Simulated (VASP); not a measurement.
**Si5Ge: single point with PBE**

Si5Ge:

```
Si Ge
1.0
     2.69947    0.00000    0.00000
    -1.34973    2.33781    0.00000
     0.00000    0.00000   15.09540
Si Ge
5 1
Direct
  0.33333 0.66667 0.83333
  0.33333 0.66667 0.16667
  0.66667 0.33333 0.00000
  0.66667 0.33333 0.33333
  0.66667 0.33333 0.66667
  0.33333 0.66667 0.50000
```

```json
{"Program": "VASP 6.6.1", "Task": "single point", "Functional": "PBE", "Potentials or basis": "VASP PAW PBE potentials, release 64 (Si, Ge_d)", "Cutoff": "520 eV", "k mesh": "6 × 6 × 1", "Occupations": "gaussian, width 0.1 eV", "Spin": "no spin polarisation"}
```

```yaml
Pressure: -0.5 GPa
Largest_force: 0.435 eV/Å
Band_gap_on_the_k_mesh: zero (bands 17 and 18 overlap by 9.80 eV)
```

Forces in eV/Å, atoms in the order of the input:
```
Si   0.000  0.000  0.049
Si   0.000  0.000 -0.049
Si   0.000  0.000  0.000
Si   0.000  0.000 -0.435
Si   0.000  0.000  0.435
Ge   0.000  0.000  0.000
```

Stress tensor (GPa, compression positive):
```
-3.72  0.00  0.00
 0.00 -3.72  0.00
 0.00  0.00  5.92
```

Levels at points of the mesh, in eV from the Fermi level:
```
           k point  band 15  band 16  band 17  band 18  band 19  band 20
(0.00, 0.00, 0.00)     1.59     1.67     6.84     8.83     9.42     9.42
(0.50, 0.00, 0.00)    -4.74    -3.01    -2.83    -1.35     0.26     2.01
```

Wall time 49 s on 1 thread of Intel Xeon 8259CL, on a shared host, peak memory 0.2 GiB.

Caveat: the k points lie up to 0.45 Å⁻¹ apart, too coarse for converged energies and pressures of a metal.
